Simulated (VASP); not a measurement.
Crystal: BAs.

```
B As
1.0
     0.00000    2.38850    2.38850
     2.38850    0.00000    2.38850
     2.38850    2.38850    0.00000
B As
1 1
Direct
  0.00000 0.00000 0.00000
  0.75000 0.75000 0.75000
```

```yaml
Program: VASP 6.6.1
Task: relaxation of cell and atoms
Functional: RPBE
Potentials_or_basis: VASP PAW PBE potentials, release 64 (B, As)
Cutoff: 500 eV
k_mesh: 6 × 6 × 6
Occupations: gaussian, width 0.01 eV
Spin: no spin polarisation
```

At the start: pressure 6.1 GPa; volume 13.63 Å³/atom.

Question: How do energy, volume and symmetry change on relaxing?

Answer: Over 3 steps the energy falls by 11.1 meV/atom and the volume is 14.24 Å³/atom (+4.5 %); space group F-43m (No. 216, to 0.1 Å) before and after.

Step by step:
| step | energy change (eV) | largest force (eV/Å) | pressure (GPa) | volume (Å³) |
| --- | --- | --- | --- | --- |
| 1 | 0.0000 | 0.0000 | 6.05 | 27.25 |
| 2 | -0.0127 | 0.0000 | -3.48 | 29.33 |
| 3 | -0.0223 | 0.0000 | 0.00 | 28.48 |

Final structure:
```
CELL_PARAMETERS angstrom
0.00000 2.42382 2.42382
2.42382 0.00000 2.42382
2.42382 2.42382 0.00000
ATOMIC_POSITIONS crystal
B 0.00000 0.00000 0.00000
As 0.75000 0.75000 0.75000
```

Caveat: the PAW data sets were made with another functional, which shifts forces and pressure a little.
